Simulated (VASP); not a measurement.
Write the native input for VASP 6.6.1 that does the following.

| Quantity | Value |
| --- | --- |
| Task | relaxation of shape and atoms at fixed volume |
| Functional | PBE |
| Potentials or basis | VASP PAW PBE potentials, release 64 (Y_sv, Ta_pv, F) |
| Cutoff | 600 eV |
| k mesh | 6 × 6 × 10 |
| Occupations | gaussian, width 0.1 eV |
| Spin | no spin polarisation |
| Dipole correction | no |
| Further INCAR settings | ALGO = Normal; EDIFF = 1e-07; IBRION = 2; EDIFFG = -0.01; NSW = 50; ISIF = 4 |

The structure of Y3TaF2 lies in POSCAR:

```
Y3TaF2
1.0
    7.0993104665      0.0000000000      0.0000000000
   -3.5496552332      6.1481832133      0.0000000000
    0.0000000000      0.0000000000      3.4324480700
Y Ta F
3 1 2
Direct
    0.3643061373      0.0000000000      0.0000000000
    0.0000000000      0.3643061373      0.0000000000
    0.6356938627      0.6356938627      0.0000000000
    0.0000000000      0.0000000000      0.5000000000
    0.3333333333      0.6666666667      0.0000000000
    0.6666666667      0.3333333333      0.0000000000
```

These files were run (other wordings do the same):

INCAR

```
  PREC = Accurate
  ENCUT = 600
  EDIFF = 1E-7
  ISMEAR = 0
  SIGMA = 0.1
  LREAL = F
  LASPH = T
  NELM = 80
  ALGO = Normal
  ISIF = 4
  LWAVE = F
  LCHARG = F
  GGA = PE
  IBRION = 2
  NSW = 50
  EDIFFG = -0.01
```

KPOINTS

```
Automatic mesh
0
Gamma
  6 6 10
```

Potentials or basis: VASP PAW PBE potentials, release 64 (Y_sv, Ta_pv, F).

Run with:

```console
$ cat potpaw_PBE.64/Y_sv/POTCAR potpaw_PBE.64/Ta_pv/POTCAR potpaw_PBE.64/F/POTCAR > POTCAR
$ mpirun -np 1 vasp_std > vasp.out
```

It gave:

The energy gained by relaxing is 0.4 meV/atom. The ionic steps are 6 and the pressure after relaxing is -1.7 GPa. The band gap on the k mesh is zero (bands 29 and 30 overlap by 0.14 eV).

Caveat: spin-orbit coupling is left out, which moves the levels of the heavy elements.

Wall time 8.2 min on 1 thread of Intel(R) Xeon(R) 6975P-C (Granite Rapids) (shared host), peak memory 0.51 GiB.
